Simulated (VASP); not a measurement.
Runs of VASP 6.6.1 on B. The structure is that of space group Pm-3m (No. 221), or close to it. The cells are those of the table. 

```tsv
task	level	cell	k mesh	smearing	k mesh for the DOS	occupations for the DOS	grid for exact exchange (PRECFOCK)	gap on the mesh (eV)	pressure (GPa)
single point	PBEsol	a = 1.905, b = 1.864, c = 1.887 Å, angles 90.0, 91.2, 89.8°, 1 atom	10 × 10 × 10	gaussian 0.1 eV	-	-	-	none	-3.2
single point	PBE0	a = 1.910 Å, 1 atom	7 × 7 × 7	fermi-dirac 0.05 eV	-	-	Normal	none	(a)
single point	PBE0	a = 1.885 Å, 1 atom	7 × 7 × 7	fermi-dirac 0.05 eV	-	-	Normal	none	-5.2
single point	PBE	a = 1.885 Å, 1 atom	8 × 8 × 8	fermi-dirac 0.03 eV	-	-	-	none	1.5
```

Alike in all rows: potentials or basis VASP PAW PBE potentials, release 64 (B); no spin polarisation; cutoff (eV) 520.

Task: Fill in the values left out.

Result: (a) -13.7.

Caveats: some runs use coarse meshes; the PAW data sets were made with another functional, which shifts forces and pressure a little (some runs).

A gap of «none» marks levels without a gap at the run's occupations.
